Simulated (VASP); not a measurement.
# Mo (Im-3m) in VASP: notebook, part 2 of 2

VASP 6.6.1.

### 3 Relaxation of cell and atoms, LDA

INCAR

```
SYSTEM = Mo
PREC     = Accurate       ! precision mode
ENCUT    = 600            ! plane-wave cutoff, eV
EDIFF    = 1E-6           ! SCF threshold, eV
ISMEAR   = -1             ! smearing method
SIGMA    = 0.15           ! smearing width, eV
LREAL    = .FALSE.        ! projectors in reciprocal space
LASPH    = .TRUE.         ! aspherical terms in the spheres
NELM     = 100            ! most SCF steps
ALGO     = Fast           ! electronic algorithm
ISIF     = 3              ! what is computed and relaxed
LWAVE    = .FALSE.        ! write WAVECAR
LCHARG   = .FALSE.        ! write CHGCAR
GGA      = CA             ! functional
IBRION   = 2              ! ionic algorithm
NSW      = 80             ! ionic steps
EDIFFG   = -0.001         ! ionic threshold
```

KPOINTS

```
Automatic mesh
0
G
  18 18 18
  0 0 0
```

POSCAR

```
Mo
1.0
   -1.5554689540      1.5554689540      1.5554689540
    1.5554689540     -1.5554689540      1.5554689540
    1.5554689540      1.5554689540     -1.5554689540
Mo
1
Direct
    0.0000000000      0.0000000000      0.0000000000
```

Potentials or basis: VASP PAW LDA potentials, release 64 (Mo_sv).

Started as:

```console
cat potpaw_LDA.64/Mo_sv/POTCAR > POTCAR
mpirun -np 1 vasp_std > vasp.out
```

OUTCAR:

```text
SYSTEM = Mo
   PREC = Accurate
   ENCUT = 600
   EDIFF = 1E-6
   ISMEAR = -1
   LREAL = .FALSE.
   LASPH = .TRUE.
   NELM = 100
   ISIF = 3
   GGA = CA
   IBRION = 2
   NSW = 80
   EDIFFG = -0.001

 ion  position               nearest neighbor table
   1  0.000  0.000  0.000-

  LATTYP: Found a body centered cubic cell.
 ALAT       =     3.1109379080

  Lattice vectors:

 A1 = (  -1.5554689540,   1.5554689540,   1.5554689540)
 A2 = (   1.5554689540,  -1.5554689540,   1.5554689540)
 A3 = (   1.5554689540,   1.5554689540,  -1.5554689540)

Analysis of symmetry for initial positions (statically):
=====================================================================
 Subroutine PRICEL returns:
 Original cell was already a primitive cell.

 Routine SETGRP: Setting up the symmetry group for a
 body centered cubic supercell.

 Subroutine GETGRP returns: Found 48 space group operations
 (whereof 48 operations were pure point group operations)
 out of a pool of 48 trial point group operations.

The static configuration has the point symmetry O_h .

Analysis of symmetry for dynamics (positions and initial velocities):
=====================================================================
 Subroutine PRICEL returns:
 Original cell was already a primitive cell.

 Routine SETGRP: Setting up the symmetry group for a
 body centered cubic supercell.

 Subroutine GETGRP returns: Found 48 space group operations
 (whereof 48 operations were pure point group operations)
 out of a pool of 48 trial point group operations.

The dynamic configuration has the point symmetry O_h .

 Subroutine INISYM returns: Found 48 space group operations
 (whereof 48 operations are pure point group operations),
 and found     1 'primitive' translations

----------------------------------------------------------------------------------------

                                     Primitive cell

  volume of cell :      15.0537

  direct lattice vectors                    reciprocal lattice vectors
    -1.555468954  1.555468954  1.555468954     0.000000000  0.321446467  0.321446467
     1.555468954 -1.555468954  1.555468954     0.321446467  0.000000000  0.321446467
     1.555468954  1.555468954 -1.555468954     0.321446467  0.321446467  0.000000000

  length of vectors
     2.694151258  2.694151258  2.694151258     0.454593953  0.454593953  0.454593953

  position of ions in fractional coordinates (direct lattice)
     0.000000000  0.000000000  0.000000000

  ion indices of the primitive-cell ions
   primitive index   ion index
                 1           1

----------------------------------------------------------------------------------------

 KPOINTS: Automatic mesh

Automatic generation of k-mesh.
 Grid dimensions read from file:
 generate k-points for:   18   18   18

 Generating k-lattice:

  Cartesian coordinates                     Fractional coordinates (reciprocal lattice)
     0.000000000  0.017858137  0.017858137     0.055555556  0.000000000  0.000000000
     0.017858137  0.000000000  0.017858137     0.000000000  0.055555556  0.000000000
     0.017858137  0.017858137  0.000000000     0.000000000  0.000000000  0.055555556
[... 56 lines left out ...]
   NELM   =    100;   NELMIN=  2; NELMDL= -5     # of ELM steps
   EDIFF  = 0.1E-05   stopping-criterion for ELM
   LREAL  =      F    real-space projection
   EDIFFG = -.1E-02   stopping-criterion for IOM
   NSW    =     80    number of steps for IOM
   IBRION =      2    ionic relax: 0-MD 1-quasi-New 2-CG
   NFREE  =      1    steps in history (QN), initial steepest desc. (CG)
   ISIF   =      3    stress and relaxation
   ISYM   =      2    0-nonsym 1-usesym 2-fastsym
   POTIM  = 0.5000    time-step for ionic-motion
   TEBEG  =    0.0;   TEEND  =   0.0 temperature during run
   PSTRESS=    0.0 pullay stress
   NELECT =      14.0000    total number of electrons
   NUPDOWN=      -1.0000    fix difference up-down
   EMIN   =  10.00;   EMAX   =-10.00  energy-range for DOS
   EFERMI =   0.00;   METHOD = LEGACY
   ISMEAR =    -1;   SIGMA  =   0.15  broadening in eV -4-tet -1-fermi 0-gaus
   EFERMI_NEDOS =   21; number of points for ismear=-14 and -15
   IALGO  =     68    algorithm
   IMIX   =      4    mixing-type and parameters
     AMIX     =   0.40;   BMIX     =  1.00
     AMIX_MAG =   1.60;   BMIX_MAG =  1.00
  volume/ion in A,a.u.               =      15.05       101.59
  Fermi-wavevector in a.u.,A,eV,Ry     =   1.597973  3.019732 34.742727  2.553518
  Thomas-Fermi vector in A             =   2.695496
   LORBIT       =      0    0 simple, 1 ext, 2 COOP (PROOUT), +10 PAW based schemes
   GGA     = CA    functional components
   LHFCALC =     F    Hartree Fock is set to
   AEXX    =    0.0000 exact exchange contribution
   IVDW    =     0    specifies the selected vdW correction
   LEPSILON=     F    determine dielectric tensor
   LRPA    =     F    only Hartree local field effects (RPA)
 conjugate gradient relaxation of ions
 non-spin polarized calculation
 RMM-DIIS sequential band-by-band and
  energy-cutoff  :      600.00
  volume of cell :       15.05
 maximum number of plane-waves:       531
 NGX is ok and might be reduce to    24
   NGX = 11   NGY = 11   NGZ = 11

--------------------------------------- Ionic step        1  -------------------------------------------

 number of electron      13.9999999 magnetization

 Free energy of the ion-electron system (eV)
  ---------------------------------------------------
  ext. energy  EPLUGINS =         0.00000000
  ---------------------------------------------------
  free energy    TOTEN  =       -12.15222982 eV

  energy without entropy =      -12.10216976  energy(sigma->0) =      -12.12719979

------------------------ aborting loop because EDIFF is reached ----------------------------------------

  FORCE on cell =-STRESS in cart. coord.  units (eV):
  Direction    XX          YY          ZZ          XY          YZ          ZX
  --------------------------------------------------------------------------------------
  -------------------------------------------------------------------------------------
  Total        0.1523593      0.1523593      0.1523593     -0.0000000      0.0000000      0.0000000
  in kB       16.2156882     16.2156882     16.2156882     -0.0000000      0.0000000      0.0000000
  external PRESSURE =      16.2156882 kB  Pullay stress =       0.0000000 kB
[... 86 lines left out ...]
  FREE ENERGIE OF THE ION-ELECTRON SYSTEM (eV)
  ---------------------------------------------------
  free  energy   TOTEN  =       -12.1525995182 eV

  energy  without entropy=      -12.1023698767  energy(sigma->0) =      -12.12748470

[... ionic steps 4 to 22 ...]

--------------------------------------- Ionic step       23  -------------------------------------------

 number of electron      13.9999999 magnetization

------------------------ aborting loop because EDIFF is reached ----------------------------------------
[... 65 lines left out ...]
--------------------------------------- Ionic step       25  -------------------------------------------

 number of electron      13.9999999 magnetization

 Free energy of the ion-electron system (eV)
  ---------------------------------------------------
  ext. energy  EPLUGINS =         0.00000000
  ---------------------------------------------------
  free energy    TOTEN  =       -12.15259980 eV

  energy without entropy =      -12.10237437  energy(sigma->0) =      -12.12748709

 E-fermi :  12.9951     XC(G=0): -13.7852

 val. band max:       12.9651670548   @ k =  -0.4444   0.5000   0.2778
 cond. band min:      13.0208709265   @ k =  -0.3889   0.4444   0.2778
 fundamental gap:      0.0557038717
 Fermi energy:        12.9951066823

 k-point     1 :       0.0000    0.0000    0.0000
  band No.  band energies     occupation
      1     -47.9400      2.00000
      2     -21.3012      2.00000
      3     -21.3012      2.00000
      4     -21.3012      2.00000
      5       5.6686      2.00000
      6      11.5615      1.99986
      7      11.5615      1.99986
      8      11.5615      1.99986
      9      14.6863      0.00003
     10      14.6863      0.00003
     11      27.8694      0.00000
[... 309 lines left out ...]
 k-point    24 :       0.3889    0.1111    0.0000
  band No.  band energies     occupation
      1     -47.6307      2.00000
      2     -22.7784      2.00000
      3     -21.8451      2.00000
      4     -21.3842      2.00000
      5       7.9002      2.00000
      6       9.5998      2.00000
      7      13.0801      0.72417
      8      14.6125      0.00004
      9      15.8199      0.00000
     10      18.6781      0.00000
     11      25.1312      0.00000

 [... further k-points ...]
[... 5 lines left out ...]
  --------------------------------------------------------------------------------------
  -------------------------------------------------------------------------------------
  Total       -0.0008785     -0.0008785     -0.0008785      0.0000000      0.0000000     -0.0000000
  in kB       -0.0930193     -0.0930193     -0.0930193      0.0000000      0.0000000     -0.0000000
  external PRESSURE =      -0.0930193 kB  Pullay stress =       0.0000000 kB
[... 16 lines left out ...]
  FREE ENERGIE OF THE ION-ELECTRON SYSTEM (eV)
  ---------------------------------------------------
  free  energy   TOTEN  =       -12.1525998008 eV

  energy  without entropy=      -12.1023743708  energy(sigma->0) =      -12.12748709

 reached required accuracy - stopping structural energy minimisation
```

Wall time 2.5 min (1 thread of Intel Xeon 6975P-C, shared host); peak memory 0.17 GiB.

What came out:

```yaml
Free_energy: -12.1526 eV
Relaxed_volume: 15.13 Å³/atom
Relaxed_cell: a = 2.699 Å, b = 2.699 Å, c = 2.699 Å, α = 109.47°, β = 109.47°, γ = 109.47°
Space_group_after_relaxing_to_0.05_Å: Im-3m (No. 229)
Energy_gained_by_relaxing: 0.4 meV/atom
Ionic_steps: 25
Pressure_after_relaxing: 0.0 GPa
Band_gap_on_the_k_mesh: zero (band 7 reaches 17.20 eV, above the bottom of band 8 at 11.56 eV)
```

Step by step:
| step | energy change (eV) | largest force (eV/Å) | pressure (GPa) | volume (Å³) |
| --- | --- | --- | --- | --- |
| 1 | 0.0000 | 0.0000 | 1.62 | 15.05 |
| 2 | 0.0035 | 0.0000 | -4.75 | 15.39 |
| 3 | -0.0004 | 0.0000 | -0.03 | 15.13 |
| 4 | -0.0004 | 0.0000 | -0.02 | 15.13 |
| 5 | -0.0004 | 0.0000 | 0.02 | 15.13 |
| 6 | -0.0004 | 0.0000 | 0.01 | 15.13 |
| 7 | -0.0004 | 0.0000 | 0.04 | 15.13 |
| 8 | -0.0004 | 0.0000 | 0.03 | 15.13 |
| 9 | -0.0004 | 0.0000 | 0.03 | 15.13 |
| 10 | -0.0004 | 0.0000 | 0.03 | 15.13 |
| 11 | -0.0004 | 0.0000 | 0.03 | 15.13 |
| 12 | -0.0004 | 0.0000 | 0.03 | 15.13 |
| 13 | -0.0004 | 0.0000 | 0.03 | 15.13 |
| 14 | -0.0004 | 0.0000 | 0.03 | 15.13 |
| 15 | -0.0004 | 0.0000 | 0.04 | 15.13 |
| 16 | -0.0004 | 0.0000 | 0.03 | 15.13 |
| 17 | -0.0004 | 0.0000 | 0.04 | 15.13 |
| 18 | -0.0004 | 0.0000 | 0.06 | 15.13 |
| 19 | -0.0004 | 0.0000 | -0.02 | 15.13 |
| 20 | -0.0004 | 0.0000 | -0.06 | 15.13 |
| 21 | -0.0004 | 0.0000 | -0.06 | 15.13 |
| 22 | -0.0004 | 0.0000 | -0.04 | 15.13 |
| 23 | -0.0004 | 0.0000 | -0.03 | 15.13 |
| 24 | -0.0004 | 0.0000 | -0.02 | 15.13 |
| 25 | -0.0004 | 0.0000 | -0.01 | 15.13 |

Final structure:
```
Mo
1.0
    -1.55817    1.55817    1.55817
     1.55817   -1.55817    1.55817
     1.55817    1.55817   -1.55817
Mo
1
Direct
  0.00000 0.00000 0.00000
```

Levels at points of the mesh, in eV from the Fermi level:
```
           k point  band 5  band 6  band 7  band 8  band 9  band 10
(0.00, 0.00, 0.00)   -7.33   -1.43   -1.43   -1.43    1.69     1.69
(0.50, 0.00, 0.00)   -5.53   -3.57    1.75    1.81    2.40     5.02
(0.50, 0.50, 0.50)   -5.72   -5.72    4.20    4.20    4.20     9.31
```
